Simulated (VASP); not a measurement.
# HgTe (F-43m) in VASP: single point with LDA

Aim: the single point of HgTe with LDA.

Everything below comes from runs of VASP 6.6.1. Logs are shortened: lines on timing, memory, paths and dates and some standing lists are left out, and cuts for length are marked.

### 1 The cell of the first run

Symmetry: F-43m, No. 216, cubic system. Conventional cell: a = 6.478 Å, b = 6.478 Å, c = 6.478 Å, α = 90.00°, β = 90.00°, γ = 90.00°. Hg (site symmetry -43m) has 4 Te at 2.81 Å within 3.7 Å. Te (site symmetry -43m) has 4 Hg at 2.81 Å within 3.7 Å.

### 2 Single point, LDA

File INCAR:

```
ALGO = Normal
EDIFF = 1E-6
ENCUT = 500
GGA = CA
GGA_COMPAT = F
ISIF = 2
ISMEAR = -1
ISYM = 0
LASPH = T
LCHARG = T
LELF = T
LREAL = F
LVHAR = T
LWAVE = F
NBANDS = 16
NELM = 120
PREC = Accurate
SIGMA = 0.15
```

File KPOINTS:

```
Automatic mesh
0
Gamma
  12 12 12
  0.5 0.5 0.5
```

File POSCAR:

```
HgTe
1.0
    0.0000000000      3.2390888263      3.2390888263
    3.2390888263      0.0000000000      3.2390888263
    3.2390888263      3.2390888263      0.0000000000
Hg Te
1 1
Direct
    0.0000000000      0.0000000000      0.0000000000
    0.7500000000      0.7500000000      0.7500000000
```

Potentials or basis: VASP PAW LDA potentials, release 64 (Hg, Te).

Launch:

```sh
$ cat potpaw_LDA.64/Hg/POTCAR potpaw_LDA.64/Te/POTCAR > POTCAR
$ mpirun -np 1 vasp_std > vasp.out
```

OUTCAR:

```text
EDIFF = 1E-6
   ENCUT = 500
   GGA = CA
   ISIF = 2
   ISMEAR = -1
   ISYM = 0
   LASPH = T
   LREAL = F
   NELM = 120
   PREC = Accurate

 ion  position               nearest neighbor table
   1  0.000  0.000  0.000-   2 2.81   2 2.81   2 2.81   2 2.81
   2  0.750  0.750  0.750-   1 2.81   1 2.81   1 2.81   1 2.81

IMPORTANT INFORMATION: All symmetrisations will be switched off!
NOSYMM: (Re-)initialisation of all symmetry stuff for point group C_1.

----------------------------------------------------------------------------------------

                                     Primitive cell

  volume of cell :      67.9671

  direct lattice vectors                    reciprocal lattice vectors
     0.000000000  3.239088826  3.239088826    -0.154364399  0.154364399  0.154364399
     3.239088826  0.000000000  3.239088826     0.154364399 -0.154364399  0.154364399
     3.239088826  3.239088826  0.000000000     0.154364399  0.154364399 -0.154364399

  length of vectors
     4.580763348  4.580763348  4.580763348     0.267366982  0.267366982  0.267366982

  position of ions in fractional coordinates (direct lattice)
     0.000000000  0.000000000  0.000000000
     0.750000000  0.750000000  0.750000000

  ion indices of the primitive-cell ions
   primitive index   ion index
                 1           1
                 2           2

----------------------------------------------------------------------------------------

 KPOINTS: Automatic mesh

Automatic generation of k-mesh.
 Grid dimensions read from file:
 generate k-points for:   12   12   12

 Generating k-lattice:

  Cartesian coordinates                     Fractional coordinates (reciprocal lattice)
    -0.012863700  0.012863700  0.012863700     0.083333333  0.000000000  0.000000000
     0.012863700 -0.012863700  0.012863700     0.000000000  0.083333333  0.000000000
     0.012863700  0.012863700 -0.012863700     0.000000000  0.000000000  0.083333333

  Length of vectors
     0.022280582  0.022280582  0.022280582

  Shift w.r.t. Gamma in fractional coordinates (k-lattice)
     0.500000000  0.500000000  0.500000000

 Subroutine IBZKPT returns following result:
 ===========================================

 Found   3456 irreducible k-points:

 Following reciprocal coordinates:
            Coordinates               Weight
  0.041667  0.041667  0.041667      2.000000
  0.041667  0.000000  0.000000      2.000000
  0.000000  0.000000 -0.041667      2.000000
  0.000000  0.041667  0.000000      2.000000
  0.125000  0.041667  0.041667      2.000000
  0.041667  0.125000  0.041667      2.000000
[... 16 lines left out ...]
  0.000000  0.166667 -0.041667      2.000000
  0.166667  0.000000 -0.041667      2.000000
 [... further k-points ...]
   k-points           NKPTS =   3456   k-points in BZ     NKDIM =   3456   number of bands    NBANDS=     16
   number of dos      NEDOS =    301   number of ions     NIONS =      2
   total plane-waves  NPLWV =  46656
   dimension x,y,z NGX =    36 NGY =   36 NGZ =   36
   dimension x,y,z NGXF=    72 NGYF=   72 NGZF=   72
   ions per type =               1   1
   NGX,Y,Z   is equivalent  to a cutoff of  13.07, 13.07, 13.07 a.u.
   NGXF,Y,Z  is equivalent  to a cutoff of  26.13, 26.13, 26.13 a.u.
 SYSTEM =  unknown system
   PREC   = accura    normal or accurate (medium, high low for compatibility)
   ISTART =      0    job   : 0-new  1-cont  2-samecut
   ICHARG =      2    charge: 1-file 2-atom 10-const
   ISPIN  =      1    spin polarized calculation?
   LNONCOLLINEAR =      F non collinear calculations
   LSORBIT =      F    spin-orbit coupling
   LASPH  =      T    aspherical Exc in radial PAW
   ENCUT  =  500.0 eV  36.75 Ry    6.06 a.u.   8.35  8.35  8.35*2*pi/ulx,y,z
   NELM   =    120;   NELMIN=  2; NELMDL= -5     # of ELM steps
   EDIFF  = 0.1E-05   stopping-criterion for ELM
   LREAL  =      F    real-space projection
   EDIFFG = 0.1E-04   stopping-criterion for IOM
   NSW    =      0    number of steps for IOM
   IBRION =     -1    ionic relax: 0-MD 1-quasi-New 2-CG
   NFREE  =      0    steps in history (QN), initial steepest desc. (CG)
   ISIF   =      2    stress and relaxation
   ISYM   =      0    0-nonsym 1-usesym 2-fastsym
   POTIM  = 0.5000    time-step for ionic-motion
   TEBEG  =    0.0;   TEEND  =   0.0 temperature during run
   PSTRESS=    0.0 pullay stress
   NELECT =      18.0000    total number of electrons
   NUPDOWN=      -1.0000    fix difference up-down
   EMIN   =  10.00;   EMAX   =-10.00  energy-range for DOS
   EFERMI =   0.00;   METHOD = LEGACY
   ISMEAR =    -1;   SIGMA  =   0.15  broadening in eV -4-tet -1-fermi 0-gaus
   EFERMI_NEDOS =   21; number of points for ismear=-14 and -15
   IALGO  =     38    algorithm
   IMIX   =      4    mixing-type and parameters
     AMIX     =   0.40;   BMIX     =  1.00
     AMIX_MAG =   1.60;   BMIX_MAG =  1.00
  volume/ion in A,a.u.               =      33.98       229.33
  Fermi-wavevector in a.u.,A,eV,Ry     =   1.051315  1.986697 15.038016  1.105263
  Thomas-Fermi vector in A             =   2.186353
   LORBIT       =      0    0 simple, 1 ext, 2 COOP (PROOUT), +10 PAW based schemes
   GGA     = CA    functional components
   LHFCALC =     F    Hartree Fock is set to
   AEXX    =    0.0000 exact exchange contribution
   IVDW    =     0    specifies the selected vdW correction
   LEPSILON=     F    determine dielectric tensor
   LRPA    =     F    only Hartree local field effects (RPA)
 non-spin polarized calculation
  energy-cutoff  :      500.00
  volume of cell :       67.97
 maximum number of plane-waves:      1750
 NGX is ok and might be reduce to    36
   NGX = 17   NGY = 17   NGZ = 17

 number of electron      18.0000002 magnetization

 Free energy of the ion-electron system (eV)
  ---------------------------------------------------
  ext. energy  EPLUGINS =         0.00000000
  ---------------------------------------------------
  free energy    TOTEN  =        -5.03952839 eV

  energy without entropy =       -5.03158291  energy(sigma->0) =       -5.03555565

 E-fermi :   3.0731     XC(G=0):  -9.0716

 val. band max:        2.9679128974   @ k =   0.0417   0.0417   0.0417
 cond. band min:       3.2739510749   @ k =   0.0417   0.0000   0.0833
 fundamental gap:      0.3060381776
 Fermi energy:         3.0731236751

 k-point     1 :       0.0417    0.0417    0.0417
  band No.  band energies     occupation
      1      -9.1556      2.00000
      2      -4.5017      2.00000
      3      -4.5017      2.00000
      4      -4.5015      2.00000
      5      -3.9791      2.00000
      6      -3.9791      2.00000
[... 8 lines left out ...]
     15      12.0516      0.00000
     16      12.0516      0.00000

 k-point     2 :       0.0417    0.0000    0.0000
  band No.  band energies     occupation
      1      -9.1556      2.00000
      2      -4.5017      2.00000
      3      -4.5017      2.00000
      4      -4.5015      2.00000
      5      -3.9791      2.00000
      6      -3.9791      2.00000
[... 8 lines left out ...]
     15      12.0516      0.00000
     16      12.0516      0.00000

 k-point     3 :       0.0000    0.0000   -0.0417
  band No.  band energies     occupation
      1      -9.1556      2.00000
      2      -4.5017      2.00000
      3      -4.5017      2.00000
      4      -4.5015      2.00000
      5      -3.9791      2.00000
      6      -3.9791      2.00000
[... 8 lines left out ...]
     15      12.0516      0.00000
     16      12.0516      0.00000

 k-point     4 :       0.0000    0.0417    0.0000
  band No.  band energies     occupation
      1      -9.1556      2.00000
      2      -4.5017      2.00000
      3      -4.5017      2.00000
      4      -4.5015      2.00000
      5      -3.9791      2.00000
      6      -3.9791      2.00000
[... 8 lines left out ...]
     15      12.0516      0.00000
     16      12.0516      0.00000

 k-point     5 :       0.1250    0.0417    0.0417
  band No.  band energies     occupation
      1      -9.1099      2.00000
      2      -4.4913      2.00000
      3      -4.4893      2.00000
      4      -4.4830      2.00000
      5      -3.9834      2.00000
      6      -3.9776      2.00000
[... 8 lines left out ...]
     15      11.4017      0.00000
     16      11.6467      0.00000

 k-point     6 :       0.0417    0.1250    0.0417
  band No.  band energies     occupation
      1      -9.1099      2.00000
      2      -4.4913      2.00000
      3      -4.4893      2.00000
      4      -4.4830      2.00000
      5      -3.9834      2.00000
      6      -3.9776      2.00000
[... 8 lines left out ...]
     15      11.4017      0.00000
     16      11.6467      0.00000

 k-point     7 :       0.0417    0.0417    0.1250
  band No.  band energies     occupation
      1      -9.1099      2.00000
      2      -4.4913      2.00000
      3      -4.4893      2.00000
      4      -4.4830      2.00000
      5      -3.9834      2.00000
      6      -3.9776      2.00000
[... 8 lines left out ...]
     15      11.4017      0.00000
     16      11.6467      0.00000

 k-point     8 :       0.0417    0.0000   -0.0833
  band No.  band energies     occupation
      1      -9.1099      2.00000
      2      -4.4913      2.00000
      3      -4.4893      2.00000
      4      -4.4830      2.00000
      5      -3.9834      2.00000
      6      -3.9776      2.00000
[... 8 lines left out ...]
     15      11.4017      0.00000
     16      11.6467      0.00000

 k-point     9 :       0.1250    0.0833    0.0833
  band No.  band energies     occupation
      1      -9.1099      2.00000
      2      -4.4913      2.00000
      3      -4.4893      2.00000
      4      -4.4830      2.00000
      5      -3.9834      2.00000
      6      -3.9776      2.00000
[... 8 lines left out ...]
     15      11.4017      0.00000
     16      11.6467      0.00000
[... 172 lines left out ...]
 k-point    19 :       0.0417    0.0417    0.2083
  band No.  band energies     occupation
      1      -9.0048      2.00000
      2      -4.4649      2.00000
      3      -4.4578      2.00000
      4      -4.4350      2.00000
      5      -3.9874      2.00000
      6      -3.9765      2.00000
[... 8 lines left out ...]
     15      11.0251      0.00000
     16      11.4138      0.00000

 k-point    20 :       0.0417    0.0000   -0.1667
  band No.  band energies     occupation
      1      -9.0048      2.00000
      2      -4.4649      2.00000
      3      -4.4578      2.00000
      4      -4.4350      2.00000
      5      -3.9874      2.00000
      6      -3.9765      2.00000
[... 8 lines left out ...]
     15      11.0251      0.00000
     16      11.4138      0.00000

 k-point    21 :       0.2083    0.1667    0.1667
  band No.  band energies     occupation
      1      -9.0048      2.00000
      2      -4.4649      2.00000
      3      -4.4578      2.00000
      4      -4.4350      2.00000
      5      -3.9874      2.00000
      6      -3.9765      2.00000
[... 8 lines left out ...]
     15      11.0251      0.00000
     16      11.4138      0.00000

 k-point    22 :       0.0417   -0.1667    0.0000
  band No.  band energies     occupation
      1      -9.0048      2.00000
      2      -4.4649      2.00000
      3      -4.4578      2.00000
      4      -4.4350      2.00000
      5      -3.9874      2.00000
      6      -3.9765      2.00000
[... 8 lines left out ...]
     15      11.0251      0.00000
     16      11.4138      0.00000

 k-point    23 :       0.0000    0.1667   -0.0417
  band No.  band energies     occupation
      1      -9.0048      2.00000
      2      -4.4649      2.00000
      3      -4.4578      2.00000
      4      -4.4350      2.00000
      5      -3.9874      2.00000
      6      -3.9765      2.00000
[... 8 lines left out ...]
     15      11.0251      0.00000
     16      11.4138      0.00000

 k-point    24 :       0.1667    0.0000   -0.0417
  band No.  band energies     occupation
      1      -9.0048      2.00000
      2      -4.4649      2.00000
      3      -4.4578      2.00000
      4      -4.4350      2.00000
      5      -3.9874      2.00000
      6      -3.9765      2.00000
[... 8 lines left out ...]
     15      11.0251      0.00000
     16      11.4138      0.00000

 [... further k-points ...]

------------------------ aborting loop because EDIFF is reached ----------------------------------------

  FORCE on cell =-STRESS in cart. coord.  units (eV):
  Direction    XX          YY          ZZ          XY          YZ          ZX
  --------------------------------------------------------------------------------------
  -------------------------------------------------------------------------------------
  Total       -0.2721084     -0.2721080     -0.2721086     -0.0000006     -0.0000009     -0.0000006
  in kB       -6.4143699     -6.4143609     -6.4143749     -0.0000137     -0.0000217     -0.0000152
  external PRESSURE =      -6.4143686 kB  Pullay stress =       0.0000000 kB

 VOLUME and BASIS-vectors are now :
 -----------------------------------------------------------------------------
  energy-cutoff  :      500.00
  volume of cell :       67.97
      direct lattice vectors                 reciprocal lattice vectors
     0.000000000  3.239088826  3.239088826    -0.154364399  0.154364399  0.154364399
     3.239088826  0.000000000  3.239088826     0.154364399 -0.154364399  0.154364399
     3.239088826  3.239088826  0.000000000     0.154364399  0.154364399 -0.154364399

 POSITION                                       TOTAL-FORCE (eV/Angst)
 -----------------------------------------------------------------------------------
      0.00000      0.00000      0.00000        -0.000000      0.000000     -0.000000
      4.85863      4.85863      4.85863         0.000000     -0.000000      0.000000
 -----------------------------------------------------------------------------------
    total drift:                                0.000000      0.000000      0.000000

  FREE ENERGIE OF THE ION-ELECTRON SYSTEM (eV)
  ---------------------------------------------------
  free  energy   TOTEN  =        -5.0395283875 eV

  energy  without entropy=       -5.0315829142  energy(sigma->0) =       -5.03555565
```

Run time: 45 min. Hardware: 1 thread of Intel Xeon Platinum 8259CL at 2.50GHz (Skylake/Cascade Lake), shared host; peak memory 3.3 GiB.

What came out:

```
Free energy : -5.0395 eV
Pressure    : -0.6 GPa
```

Caveat: spin-orbit coupling is left out, which moves the levels of the heavy elements.
